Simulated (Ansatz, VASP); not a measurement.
## CuI: VASP beside Ansatz

POSCAR

```
CuI
1.0
    0.0000000000      3.1023898133      2.8873022679
    3.1023898133      0.0000000000      2.8873022679
    3.1023898133      3.1023898133      0.0000000000
Cu I
1 1
Direct
    0.0000000000      0.0000000000      0.0000000000
    0.2500000000      0.2500000000      0.2500000000
```

INCAR.step1

```
SYSTEM = CuI
PREC = Accurate
ENCUT = 520
ISMEAR = 0
SIGMA = 0.01
LREAL = .False.
LASPH = .True.
NELM = 60
NBANDS = 16
GGA = PE
ALGO = Normal
EDIFF = 1E-4
LWAVE = .True.
LCHARG = .False.
```

The input INCAR.step2:

```
SYSTEM = CuI
PREC = Accurate
ENCUT = 520
EDIFF = 1E-6
ISMEAR = 0
SIGMA = 0.01
LREAL = .False.
LASPH = .True.
NELM = 60
ALGO = Normal
ISIF = 2
LWAVE = .False.
LCHARG = .False.
METAGGA = R2SCAN
LMIXTAU = .True.
NBANDS = 16
ISTART = 1
```

KPOINTS

```
regular mesh
0
Gamma
  8 8 8
  0 0 0
```

Input for Ansatz:

```yaml
crystal:
  lattice:
    - [0.0, 3.1023898133, 2.8873022679]
    - [3.1023898133, 0.0, 2.8873022679]
    - [3.1023898133, 3.1023898133, 0.0]
  atoms:
    - { symbol: Cu, position: [0.0, 0.0, 0.0] }
    - { symbol: I, position: [0.25, 0.25, 0.25] }
kpoints:
  mp_grid: { grid: [8, 8, 8] }
  band_path:
    path:
      - [0.0, 0.0, 0.0]
      - [-0.5, -0.5, 0.0]
      - [-0.375, -0.375, 0.25]
      - [-0.375, 0.0, 0.375]
      - [0.0, 0.0, 0.5]
      - [-0.5, -0.25, 0.25]
    npoints: 1
hamiltonian:
  xc: r2scan
scf:
  occupations: { method: fixed }
  n_extra_bands: 4
output:
  forces: true
  stress: true
  eigenvalues: true
```

Change from the starting cell: epitaxial_xy strain +3.0%.

Alike in both runs: task single point; functional r2SCAN; k mesh 8 × 8 × 8; no spin polarisation.

|  | VASP | Ansatz |
| --- | --- | --- |
| version | VASP 6.6.1 | Ansatz 0.2.0 |
| potentials or method | VASP PAW PBE potentials, release 64 (Cu, I) | plane waves, PAW |
| plane-wave cutoff (eV) | 520 | 500 |
| occupations | gaussian, width 0.01 eV | fixed |
| valence electrons in the cell | 18 | 36 |

Ansatz gave:

```
gap on the k mesh at the Fermi level (eV)                     : 1.56
pressure (GPa)                                                : -0.8
traceless stress, the component that is largest in VASP (GPa) : 0.78
```

Q: Which values does VASP return?

A: gap on the k mesh at the Fermi level (eV): 1.56; pressure (GPa): -0.8; traceless stress, the component that is largest in VASP (GPa): 0.79.

VASP's potentials were made for PBE, not for r2SCAN. VASP's potentials hold 18 valence electrons a cell and Ansatz's 36, so a difference there can come from the potentials and not from the codes.

Spin-orbit coupling is off throughout.
